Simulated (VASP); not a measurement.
Input of a VASP 6.6.1 run:

File INCAR:

```
PREC     = Accurate       # precision mode
ENCUT    = 500            # plane-wave cutoff, eV
EDIFF    = 1E-7           # SCF threshold, eV
ISMEAR   = 0              # smearing method
SIGMA    = 0.01           # smearing width, eV
LREAL    = F              # projectors in reciprocal space
LASPH    = T              # aspherical terms in the spheres
NELM     = 120            # most SCF steps
ALGO     = Normal         # electronic algorithm
ISIF     = 3              # what is computed and relaxed
LWAVE    = F              # write WAVECAR
LCHARG   = F              # write CHGCAR
GGA      = PE             # functional
IBRION   = 2              # ionic algorithm
NSW      = 80             # ionic steps
EDIFFG   = -0.01          # ionic threshold
PSTRESS  = 100.0        
GGA_COMPAT= F            
NELMIN   = 4
```

Contents of KPOINTS:

```
regular mesh
0
Gamma
  6 6 6
```

Contents of POSCAR:

```
InAs
1.0
    0.0000000000      3.0180000000      3.0180000000
    3.0180000000      0.0000000000      3.0180000000
    3.0180000000      3.0180000000      0.0000000000
In As
1 1
Direct
    0.0000000000      0.0000000000      0.0000000000
    0.2500000000      0.2500000000      0.2500000000
```

Potentials or basis: VASP PAW PBE potentials, release 64 (In_d, As).

The run is started by

```console
$ cat potpaw_PBE.64/In_d/POTCAR potpaw_PBE.64/As/POTCAR > POTCAR
$ mpirun -np 1 vasp_std > vasp.out
```

Q: Estimate the band gap on the k mesh.

A: 0.20 eV.

Q: Predict the space group after relaxing (to 0.1 Å).

A: F-43m (No. 216).

Q: Estimate the relaxed cell.

A: a = 4.167 Å, b = 4.167 Å, c = 4.167 Å, α = 60.00°, β = 60.00°, γ = 60.00°.

Step by step:
```tsv
step	energy change (eV)	largest force (eV/Å)	pressure (GPa)	volume (Å³)
1	0.0000	0.0000	4.44	54.98
2	0.4594	0.0000	17.51	47.73
3	0.1626	0.0000	9.91	51.25
4	0.1672	0.0000	10.04	51.18
```

Caveat: the cell is relaxed towards a set pressure, so the run minimises the enthalpy, not the energy; spin-orbit coupling is left out, which moves the levels of the heavy elements.
